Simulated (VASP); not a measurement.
The system is SrMg.

```
Sr Mg
1.0
     0.00000    3.49951    3.49951
     3.49951    0.00000    3.49951
     3.49951    3.49951    0.00000
Sr Mg
1 1
Direct
  0.50000 0.50000 0.50000
  0.00000 0.00000 0.00000
```

- Program: VASP 6.6.1
- Task: relaxation of cell and atoms
- Functional: LDA
- Potentials or basis: VASP PAW LDA potentials, release 64 (Sr_sv, Mg)
- Cutoff: 600 eV
- k mesh: 6 × 6 × 6
- Occupations: gaussian, width 0.1 eV
- Spin: no spin polarisation

At the start: pressure -1.4 GPa; volume 42.86 Å³/atom.

How do energy, volume and symmetry change on relaxing?

Over 3 steps the energy falls by 17.0 meV/atom and the volume is 39.27 Å³/atom (-8.4 %); space group Fm-3m (No. 225, to 0.05 Å).

The path:
```tsv
step	energy change (eV)	largest force (eV/Å)	pressure (GPa)	volume (Å³)
1	0.0000	0.0000	-1.38	85.71
2	-0.0283	0.0000	-0.61	81.23
3	-0.0340	0.0000	-0.04	78.54
```

Final structure:
```
Sr Mg
1.0
     0.00000    3.39899    3.39899
     3.39899    0.00000    3.39899
     3.39899    3.39899    0.00000
Sr Mg
1 1
Cartesian
  3.3990 3.3990 3.3990
  0.0000 0.0000 0.0000
```
